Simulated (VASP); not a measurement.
A run of VASP 6.6.1 is set up as follows.

Contents of INCAR:

```
PREC = Accurate
ENCUT = 520
EDIFF = 1E-6
ISMEAR = 0
SIGMA = 0.02
LREAL = False
LASPH = True
NELM = 80
ALGO = Normal
ISIF = 2
LWAVE = False
LCHARG = False
GGA = PS
IVDW = 12
NBANDS = 11
```

Contents of KPOINTS:

```
Automatic mesh
0
Gamma
  18 18 18
```

The input POSCAR:

```
C
1.0
    0.0000000000      2.1279941339      3.3243844763
    1.2294111613      0.0000000000      3.3243844763
    1.2294111613      2.1279941339      0.0000000000
C
2
Direct
    0.1667066167      0.8332933833      0.1667066167
    0.8332933833      0.1667066167      0.8332933833
```

Potentials or basis: VASP PAW PBE potentials, release 64 (C).

The run is started by

```console
$ cat potpaw_PBE.64/C/POTCAR > POTCAR
$ mpirun -np 1 vasp_std > vasp.out
```

(1) What does it give for the pressure?

(2) What does it give for the largest force?

(3) Predict the dispersion energy per atom.

Results:

(1) 0.7 GPa.

(2) 0.003 eV/Å.

(3) -0.111 eV.

Caveat: the PAW data sets were made with another functional, which shifts forces and pressure a little.
